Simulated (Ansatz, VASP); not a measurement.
# Two plane-wave programs on Na3HfO

```
CELL_PARAMETERS angstrom
6.61441 0.00000 0.00000
-3.30721 5.72825 0.00000
0.00000 0.00000 3.92429
ATOMIC_POSITIONS crystal
Na 0.50000 0.00000 0.50000
Na 0.00000 0.50000 0.50000
Na 0.50000 0.50000 0.50000
Hf 0.00000 0.00000 0.00000
O 0.00000 0.00000 0.50000
```

Alike in both runs: functional PBE; k mesh 6 × 6 × 6; occupations gaussian, width 0.1 eV; no spin polarisation.

Ansatz relaxed the structure, and its values are those at the end. VASP's run is a single point on that final structure, the one shown.

|  | VASP | Ansatz |
| --- | --- | --- |
| version | VASP 6.6.1 | Ansatz 0.2.0 |
| potentials or method | VASP PAW PBE potentials, release 64 (Na_pv, Hf_pv, O), cutoff 520 eV | scalar-relativistic, plane waves, PAW |
| valence electrons in the cell | 37 | 59 |

VASP gave:

| Property | Result |
| --- | --- |
| gap on the k mesh at the Fermi level (eV) | none |
| pressure (GPa) | 0.0 |

**Question.** Estimate Ansatz's values.

**Answer.** gap on the k mesh at the Fermi level (eV): none; pressure (GPa): 0.3.

A gap of «none» marks a metal or a gap that the smearing closes. With one functional, cell and mesh, what is left measures potentials, basis and numerics. VASP's potentials hold 37 valence electrons a cell and Ansatz's 59, so a difference there can come from the potentials and not from the codes.

Neither program's run includes spin-orbit coupling.
